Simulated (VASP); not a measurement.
# Cu in VASP: notebook, part 2 of 2

VASP 6.6.1. The steps go on from the part before.

### Step 4. Single point, PBE

INCAR

```
PREC = Accurate
ENCUT = 520
EDIFF = 1E-7
ISMEAR = -1
SIGMA = 0.1
LREAL = F
LASPH = T
NELM = 100
ALGO = Normal
ISIF = 2
LWAVE = F
LCHARG = T
LDIPOL = T
IDIPOL = 3
DIPOL = 0.5 0.5 0.500
GGA = PE
LELF = T
LVHAR = T
LVACPOTAV = T
NBANDS = 24
```

KPOINTS

```
regular mesh
0
Gamma
  15 15 1
```

POSCAR

```
Cu
1.0
    2.5665139637      0.0000000000      0.0000000000
   -1.2832569818      2.2226662917      0.0000000000
    0.0000000000      0.0000000000     20.1911000000
Cu
3
Direct
    0.1666666667      0.3333333333      0.3974439066
    0.5000000000      1.0000000000      0.4999999857
    0.8333333333      0.6666666667      0.6025561074
```

Potentials or basis: VASP PAW PBE potentials, release 64 (Cu).

Command:

```console
cat potpaw_PBE.64/Cu/POTCAR > POTCAR
mpirun -np 1 vasp_std > vasp.out
```

OUTCAR:

```text
PREC = Accurate
   ENCUT = 520
   EDIFF = 1E-7
   ISMEAR = -1
   LREAL = F
   LASPH = T
   NELM = 100
   ISIF = 2
   GGA = PE

 ion  position               nearest neighbor table
   1  0.167  0.333  0.397-   2 2.55   2 2.55   2 2.55
   2  0.500  0.000  0.500-   1 2.55   1 2.55   1 2.55   3 2.55   3 2.55   3 2.55
   3  0.833  0.667  0.603-   2 2.55   2 2.55   2 2.55

  LATTYP: Found a hexagonal cell.
 ALAT       =     2.5665139637
 C/A-ratio  =     7.8671303899

  Lattice vectors:

 A1 = (   2.5665139637,   0.0000000000,   0.0000000000)
 A2 = (  -1.2832569818,   2.2226662917,   0.0000000000)
 A3 = (   0.0000000000,   0.0000000000,  20.1911000000)

Analysis of symmetry for initial positions (statically):
=====================================================================
 Subroutine PRICEL returns:
 Original cell was already a primitive cell.

 Routine SETGRP: Setting up the symmetry group for a
 hexagonal supercell.

 Subroutine GETGRP returns: Found 12 space group operations
 (whereof  4 operations were pure point group operations)
 out of a pool of 24 trial point group operations.

The static configuration has the point symmetry C_2h.
 The point group associated with its full space group is D_3d.

Analysis of symmetry for dynamics (positions and initial velocities):
=====================================================================
 Subroutine PRICEL returns:
 Original cell was already a primitive cell.

 Routine SETGRP: Setting up the symmetry group for a
 hexagonal supercell.

 Subroutine GETGRP returns: Found 12 space group operations
 (whereof  4 operations were pure point group operations)
 out of a pool of 24 trial point group operations.

The dynamic configuration has the point symmetry C_2h.
 The point group associated with its full space group is D_3d.

 Subroutine INISYM returns: Found 12 space group operations
 (whereof  4 operations are pure point group operations),
 and found     1 'primitive' translations

----------------------------------------------------------------------------------------

                                     Primitive cell

  volume of cell :     115.1802

  direct lattice vectors                    reciprocal lattice vectors
     2.566513964  0.000000000  0.000000000     0.389633571  0.224955047  0.000000000
    -1.283256982  2.222666292  0.000000000     0.000000000  0.449910094  0.000000000
     0.000000000  0.000000000 20.191100000     0.000000000  0.000000000  0.049526772

  length of vectors
     2.566513964  2.566513964 20.191100000     0.449910094  0.449910094  0.049526772

  position of ions in fractional coordinates (direct lattice)
     0.166666667  0.333333333  0.397443907
     0.500000000  0.000000000  0.499999986
     0.833333333  0.666666667  0.602556107

  ion indices of the primitive-cell ions
   primitive index   ion index
                 1           1
                 2           2
                 3           3

----------------------------------------------------------------------------------------

 KPOINTS: regular mesh

Automatic generation of k-mesh.
 Grid dimensions read from file:
 generate k-points for:   15   15    1

 Generating k-lattice:

  Cartesian coordinates                     Fractional coordinates (reciprocal lattice)
     0.025975571  0.014997003  0.000000000     0.066666667  0.000000000  0.000000000
     0.000000000  0.029994006  0.000000000     0.000000000  0.066666667  0.000000000
     0.000000000  0.000000000  0.049526772     0.000000000  0.000000000  1.000000000

  Length of vectors
     0.029994006  0.029994006  0.049526772

  Shift w.r.t. Gamma in fractional coordinates (k-lattice)
     0.000000000  0.000000000  0.000000000

 Subroutine IBZKPT returns following result:
 ===========================================

 Found     27 irreducible k-points:

 Following reciprocal coordinates:
            Coordinates               Weight
  0.000000  0.000000  0.000000      1.000000
  0.066667  0.000000  0.000000      6.000000
  0.133333  0.000000  0.000000      6.000000
  0.200000  0.000000  0.000000      6.000000
  0.266667  0.000000  0.000000      6.000000
  0.333333  0.000000  0.000000      6.000000
[... 16 lines left out ...]
  0.333333  0.200000  0.000000     12.000000
  0.400000  0.200000  0.000000      6.000000
 [... further k-points ...]
   k-points           NKPTS =     27   k-points in BZ     NKDIM =     27   number of bands    NBANDS=     24
   number of dos      NEDOS =    301   number of ions     NIONS =      3
   total plane-waves  NPLWV =  60000
   dimension x,y,z NGX =    20 NGY =   20 NGZ =  150
   dimension x,y,z NGXF=    40 NGYF=   40 NGZF=  300
   ions per type =               3
   NGX,Y,Z   is equivalent  to a cutoff of  12.95, 12.95, 12.35 a.u.
   NGXF,Y,Z  is equivalent  to a cutoff of  25.91, 25.91, 24.70 a.u.
 SYSTEM =  unknown system
   PREC   = accura    normal or accurate (medium, high low for compatibility)
   ISTART =      0    job   : 0-new  1-cont  2-samecut
   ICHARG =      2    charge: 1-file 2-atom 10-const
   ISPIN  =      1    spin polarized calculation?
   LNONCOLLINEAR =      F non collinear calculations
   LSORBIT =      F    spin-orbit coupling
   LASPH  =      T    aspherical Exc in radial PAW
   ENCUT  =  520.0 eV  38.22 Ry    6.18 a.u.   4.77  4.77 37.54*2*pi/ulx,y,z
   NELM   =    100;   NELMIN=  2; NELMDL= -5     # of ELM steps
   EDIFF  = 0.1E-06   stopping-criterion for ELM
   LREAL  =      F    real-space projection
   EDIFFG = 0.1E-05   stopping-criterion for IOM
   NSW    =      0    number of steps for IOM
   IBRION =     -1    ionic relax: 0-MD 1-quasi-New 2-CG
   NFREE  =      0    steps in history (QN), initial steepest desc. (CG)
   ISIF   =      2    stress and relaxation
   ISYM   =      2    0-nonsym 1-usesym 2-fastsym
   POTIM  = 0.5000    time-step for ionic-motion
   TEBEG  =    0.0;   TEEND  =   0.0 temperature during run
   PSTRESS=    0.0 pullay stress
   NELECT =      33.0000    total number of electrons
   NUPDOWN=      -1.0000    fix difference up-down
   EMIN   =  10.00;   EMAX   =-10.00  energy-range for DOS
   EFERMI =   0.00;   METHOD = LEGACY
   ISMEAR =    -1;   SIGMA  =   0.10  broadening in eV -4-tet -1-fermi 0-gaus
   EFERMI_NEDOS =   21; number of points for ismear=-14 and -15
   IALGO  =     38    algorithm
   IMIX   =      4    mixing-type and parameters
     AMIX     =   0.40;   BMIX     =  1.00
     AMIX_MAG =   1.60;   BMIX_MAG =  1.00
  volume/ion in A,a.u.               =      38.39       259.09
  Fermi-wavevector in a.u.,A,eV,Ry     =   1.079245  2.039478 15.847665  1.164771
  Thomas-Fermi vector in A             =   2.215205
   LORBIT       =      0    0 simple, 1 ext, 2 COOP (PROOUT), +10 PAW based schemes
   GGA     = PE    functional components
   LHFCALC =     F    Hartree Fock is set to
   AEXX    =    0.0000 exact exchange contribution
   IVDW    =     0    specifies the selected vdW correction
   LEPSILON=     F    determine dielectric tensor
   LRPA    =     F    only Hartree local field effects (RPA)
 non-spin polarized calculation
  energy-cutoff  :      520.00
  volume of cell :      115.18
 maximum number of plane-waves:      3126
 NGX is ok and might be reduce to    20
   NGX =  9   NGY =  9   NGZ = 75

 number of electron      33.0000001 magnetization

 dipolmoment           0.000000      0.000000      0.000001 electrons x Angstroem

 Free energy of the ion-electron system (eV)
  ---------------------------------------------------
  ext. energy  EPLUGINS =         0.00000000
  ---------------------------------------------------
  free energy    TOTEN  =       -10.30044233 eV

  energy without entropy =      -10.28133323  energy(sigma->0) =      -10.29088778

 E-fermi :  -0.8522     XC(G=0):  -4.8240

 val. band max:       -0.9234234215   @ k =   0.0000   0.0000   0.0000
 cond. band min:      -0.7607040684   @ k =   0.1333   0.1333   0.0000
 fundamental gap:      0.1627193531
 Fermi energy:        -0.8521552354

 k-point     1 :       0.0000    0.0000    0.0000
  band No.  band energies     occupation
      1      -9.4895      2.00000
      2      -7.4993      2.00000
      3      -6.0107      2.00000
      4      -3.8539      2.00000
      5      -3.8478      2.00000
      6      -3.8478      2.00000
[... 637 lines left out ...]
     23       8.7623      0.00000
     24       9.1746      0.00000

 [... further k-points ...]

------------------------ aborting loop because EDIFF is reached ----------------------------------------

  FORCE on cell =-STRESS in cart. coord.  units (eV):
  Direction    XX          YY          ZZ          XY          YZ          ZX
  --------------------------------------------------------------------------------------
  -------------------------------------------------------------------------------------
  Total       -1.0245450     -1.0245450      0.0672394     -0.0000000     -0.0000000      0.0000000
  in kB      -14.2516041    -14.2516041      0.9353119     -0.0000000     -0.0000000      0.0000000
  external PRESSURE =      -9.1892988 kB  Pullay stress =       0.0000000 kB

 VOLUME and BASIS-vectors are now :
 -----------------------------------------------------------------------------
  energy-cutoff  :      520.00
  volume of cell :      115.18
      direct lattice vectors                 reciprocal lattice vectors
     2.566513964  0.000000000  0.000000000     0.389633571  0.224955047  0.000000000
    -1.283256982  2.222666292  0.000000000     0.000000000  0.449910094  0.000000000
     0.000000000  0.000000000 20.191100000     0.000000000  0.000000000  0.049526772

 POSITION                                       TOTAL-FORCE (eV/Angst)
 -----------------------------------------------------------------------------------
      0.00000      0.74089      8.02483        -0.000000      0.000000     -0.020429
      1.28326      0.00000     10.09555         0.000000      0.000000      0.000000
      1.28326      1.48178     12.16627         0.000000      0.000000      0.020429
 -----------------------------------------------------------------------------------
    total drift:                                0.000000     -0.000000      0.000228

  FREE ENERGIE OF THE ION-ELECTRON SYSTEM (eV)
  ---------------------------------------------------
  free  energy   TOTEN  =       -10.3004423345 eV

  energy  without entropy=      -10.2813332295  energy(sigma->0) =      -10.29088778

 vacuum level on the upper side and lower side of the slab         3.854         3.854
```

OSZICAR:

```text
N       E                     dE             d eps       ncg     rms          rms(c)
DAV:   1     0.251421877431E+03    0.25142E+03   -0.13985E+04  1296   0.157E+03
DAV:   2     0.179400923927E+01   -0.24963E+03   -0.23665E+03  1304   0.312E+02
[... 15 lines left out ...]
DAV:  18    -0.103004252993E+02   -0.44721E-05   -0.35543E-06  1464   0.441E-02    0.200E-03
DAV:  19    -0.103004342939E+02   -0.89946E-05   -0.63340E-07  1344   0.147E-02    0.141E-03
DAV:  20    -0.103004395203E+02   -0.52264E-05   -0.47016E-07  1344   0.110E-02    0.776E-04
DAV:  21    -0.103004415878E+02   -0.20676E-05   -0.18490E-07   984   0.775E-03    0.184E-04
DAV:  22    -0.103004422147E+02   -0.62682E-06   -0.48905E-08   968   0.195E-03    0.501E-05
DAV:  23    -0.103004423197E+02   -0.10502E-06   -0.74377E-09   984   0.704E-04    0.431E-05
DAV:  24    -0.103004423345E+02   -0.14827E-07   -0.15118E-09  1016   0.809E-04
   1 F= -.10300442E+02 E0= -.10290888E+02  d E =-.191091E-01
```

stdout:

```text
POSCAR found type information on POSCAR Cu
 POSCAR found :  1 types and       3 ions
 scaLAPACK will be used
 LDA part: xc-table for (Slater+PW92), standard interpolation
 POSCAR, INCAR and KPOINTS ok, starting setup
 FFT: planning ... GRIDC
 FFT: planning ... GRID_SOFT
 FFT: planning ... GRID
 WAVECAR not read
 entering main loop
 -----------------------------------------------------------------------------
|                                                                             |
|           W    W    AA    RRRRR   N    N  II  N    N   GGGG   !!!           |
|           W    W   A  A   R    R  NN   N  II  NN   N  G    G  !!!           |
|           W    W  A    A  R    R  N N  N  II  N N  N  G       !!!           |
|           W WW W  AAAAAA  RRRRR   N  N N  II  N  N N  G  GGG   !            |
|           WW  WW  A    A  R   R   N   NN  II  N   NN  G    G                |
|           W    W  A    A  R    R  N    N  II  N    N   GGGG   !!!           |
|                                                                             |
|     Did not find any points to average over, which means that no vacuum     |
|     field-free region was found. Please increase the size of  your cell     |
|     in the dimension of the dipole correction to obtain accurate            |
|     workfunction values.                                                    |
|                                                                             |
 -----------------------------------------------------------------------------
```

Run time: 3.5 min. Hardware: 1 thread of Intel Xeon 8259CL, shared host; peak memory 0.25 GiB.

What came out:

* Free energy: -10.3004 eV
* Largest force: 0.020 eV/Å
* Band gap on the k mesh: zero (an odd number of electrons rules out a gap without spin polarisation)

Forces in eV/Å, atoms in the order of the input:
```
Cu   0.000  0.000 -0.020
Cu   0.000  0.000  0.000
Cu   0.000  0.000  0.020
```

### Step 5. Single point, PBE

INCAR

```
SYSTEM = Cu
PREC = Accurate ; ENCUT = 520
EDIFF = 1E-6 ; ISMEAR = -1
SIGMA = 0.1 ; LREAL = .FALSE.
LASPH = .TRUE. ; NELM = 60
ALGO = Normal ; ISIF = 2
LWAVE = .FALSE. ; LCHARG = .TRUE.
LDIPOL = .TRUE. ; IDIPOL = 3
DIPOL = 0.5 0.5 0.500 ; GGA = PE
LELF = .TRUE. ; LVHAR = .TRUE.
LVACPOTAV = .TRUE. ; EFIELD = -0.3
NBANDS = 24
```

KPOINTS

```
Automatic mesh
0
G
  15 15 1
  0 0 0
```

POSCAR is that of step 4.

Potentials or basis: VASP PAW PBE potentials, release 64 (Cu).

Command:

```console
cat potpaw_PBE.64/Cu/POTCAR > POTCAR
mpirun -np 1 vasp_std > vasp.out
```

OUTCAR:

```text
SYSTEM = Cu
   PREC = Accurate
   ENCUT = 520
   EDIFF = 1E-6
   ISMEAR = -1
   LREAL = .FALSE.
   LASPH = .TRUE.
   NELM = 60
   ISIF = 2
   GGA = PE

 ion  position               nearest neighbor table
   1  0.167  0.333  0.397-   2 2.55   2 2.55   2 2.55
   2  0.500  0.000  0.500-   1 2.55   1 2.55   1 2.55   3 2.55   3 2.55   3 2.55
   3  0.833  0.667  0.603-   2 2.55   2 2.55   2 2.55

  LATTYP: Found a hexagonal cell.
 ALAT       =     2.5665139637
 C/A-ratio  =     7.8671303899

  Lattice vectors:

 A1 = (   2.5665139637,   0.0000000000,   0.0000000000)
 A2 = (  -1.2832569818,   2.2226662917,   0.0000000000)
 A3 = (   0.0000000000,   0.0000000000,  20.1911000000)

Analysis of symmetry for initial positions (statically):
=====================================================================
 Subroutine PRICEL returns:
 Original cell was already a primitive cell.

 Routine SETGRP: Setting up the symmetry group for a
 hexagonal supercell.

 Subroutine GETGRP returns: Found 12 space group operations
 (whereof  4 operations were pure point group operations)
 out of a pool of 24 trial point group operations.

The static configuration has the point symmetry C_2h.
 The point group associated with its full space group is D_3d.

Analysis of symmetry for dynamics (positions and initial velocities):
=====================================================================
 An external electric field (EFIELD) may reduce the allowed symmetry operations
 Subroutine PRICEL returns:
 Original cell was already a primitive cell.

 Routine SETGRP: Setting up the symmetry group for a
 hexagonal supercell.

 Subroutine GETGRP returns: Found  6 space group operations
 (whereof  2 operations were pure point group operations)
 out of a pool of 24 trial point group operations.

The dynamic configuration has the point symmetry C_1h.
 The point group associated with its full space group is C_3v.

 Subroutine INISYM returns: Found  6 space group operations
[... 120 lines left out ...]
  volume/ion in A,a.u.               =      38.39       259.09
  Fermi-wavevector in a.u.,A,eV,Ry     =   1.079245  2.039478 15.847665  1.164771
  Thomas-Fermi vector in A             =   2.215205
   LORBIT       =      0    0 simple, 1 ext, 2 COOP (PROOUT), +10 PAW based schemes
   GGA     = PE    functional components
   LHFCALC =     F    Hartree Fock is set to
   AEXX    =    0.0000 exact exchange contribution
   IVDW    =     0    specifies the selected vdW correction
   LEPSILON=     F    determine dielectric tensor
   LRPA    =     F    only Hartree local field effects (RPA)
 non-spin polarized calculation
  energy-cutoff  :      520.00
  volume of cell :      115.18
 maximum number of plane-waves:      3126
 NGX is ok and might be reduce to    20
   NGX =  9   NGY =  9   NGZ = 75

 dipolmoment           0.000000      0.000000      0.054009 electrons x Angstroem

 number of electron      33.0000001 magnetization

 dipolmoment           0.000000      0.000000     -0.069240 electrons x Angstroem

 Free energy of the ion-electron system (eV)
  ---------------------------------------------------
  ext. energy  EPLUGINS =         0.00000000
  ---------------------------------------------------
  free energy    TOTEN  =       -10.31081768 eV

  energy without entropy =      -10.29171213  energy(sigma->0) =      -10.30126491

 E-fermi :  -0.8583     XC(G=0):  -4.8318

 val. band max:       -0.9287907853   @ k =   0.0000   0.0000   0.0000
 cond. band min:      -0.7670979711   @ k =   0.1333   0.1333   0.0000
 fundamental gap:      0.1616928142
 Fermi energy:        -0.8583298715

 k-point     1 :       0.0000    0.0000    0.0000
  band No.  band energies     occupation
      1      -9.4954      2.00000
      2      -7.5051      2.00000
      3      -6.0166      2.00000
      4      -3.8600      2.00000
      5      -3.8538      2.00000
      6      -3.8538      2.00000
[... 637 lines left out ...]
     23       8.7534      0.00000
     24       9.1570      0.00000

 [... further k-points ...]

------------------------ aborting loop because EDIFF is reached ----------------------------------------

  FORCE on cell =-STRESS in cart. coord.  units (eV):
  Direction    XX          YY          ZZ          XY          YZ          ZX
  --------------------------------------------------------------------------------------
  -------------------------------------------------------------------------------------
  Total       -1.0152719     -1.0152719      0.0576718     -0.0000000      0.0000000     -0.0000000
  in kB      -14.1226136    -14.1226136      0.8022255     -0.0000000      0.0000000     -0.0000000
  external PRESSURE =      -9.1476672 kB  Pullay stress =       0.0000000 kB

 VOLUME and BASIS-vectors are now :
 -----------------------------------------------------------------------------
  energy-cutoff  :      520.00
  volume of cell :      115.18
      direct lattice vectors                 reciprocal lattice vectors
     2.566513964  0.000000000  0.000000000     0.389633571  0.224955047  0.000000000
    -1.283256982  2.222666292  0.000000000     0.000000000  0.449910094  0.000000000
     0.000000000  0.000000000 20.191100000     0.000000000  0.000000000  0.049526772

 POSITION                                       TOTAL-FORCE (eV/Angst)
 -----------------------------------------------------------------------------------
      0.00000      0.74089      8.02483         0.000000     -0.000000     -0.025576
      1.28326      0.00000     10.09555        -0.000000      0.000000      0.007624
      1.28326      1.48178     12.16627        -0.000000      0.000000      0.017952
 -----------------------------------------------------------------------------------
    total drift:                               -0.000000      0.000000      0.000149

  FREE ENERGIE OF THE ION-ELECTRON SYSTEM (eV)
  ---------------------------------------------------
  free  energy   TOTEN  =       -10.3108176841 eV

  energy  without entropy=      -10.2917121262  energy(sigma->0) =      -10.30126491
```

Wall time 3.5 min (1 thread of Intel Xeon 8259CL, shared host); peak memory 0.25 GiB.

Results:

- Free energy: -10.3108 eV
- Largest force: 0.026 eV/Å
- Band gap on the k mesh: zero (an odd number of electrons rules out a gap without spin polarisation)

Forces in eV/Å, atoms in the order of the input:
```
Cu   0.000  0.000 -0.026
Cu   0.000  0.000  0.008
Cu   0.000  0.000  0.018
```

Levels at points of the mesh, in eV from the Fermi level:
```tsv
k point	band 15	band 16	band 17	band 18	band 19	band 20
(0.00, 0.00, 0.00)	-1.87	-1.64	-1.64	-1.54	-0.07	3.54
```

### Step 6. Overview

| cell | electric field (eV/Å) | gap on the mesh (eV) | largest force (eV/Å) |
| --- | --- | --- | --- |
| a = 2.567, b = 2.567, c = 20.191 Å, angles 90.0, 90.0, 120.0°, 3 atoms, atomic positions A | - | none | 0.08 |
| a = 2.567, b = 2.567, c = 20.191 Å, angles 90.0, 90.0, 120.0°, 3 atoms, atomic positions B | - | none | 0.02 |
| a = 2.567, b = 2.567, c = 20.191 Å, angles 90.0, 90.0, 120.0°, 3 atoms, atomic positions B | -0.3 eV/Å | none | 0.03 |

Alike in all rows: task single point; level PBE; potentials or basis VASP PAW PBE potentials, release 64 (Cu); no spin polarisation; k mesh 15 × 15 × 1; cutoff (eV) 520; smearing fermi-dirac 0.1 eV.

Absolute energies hang on the potentials; compare differences alone.
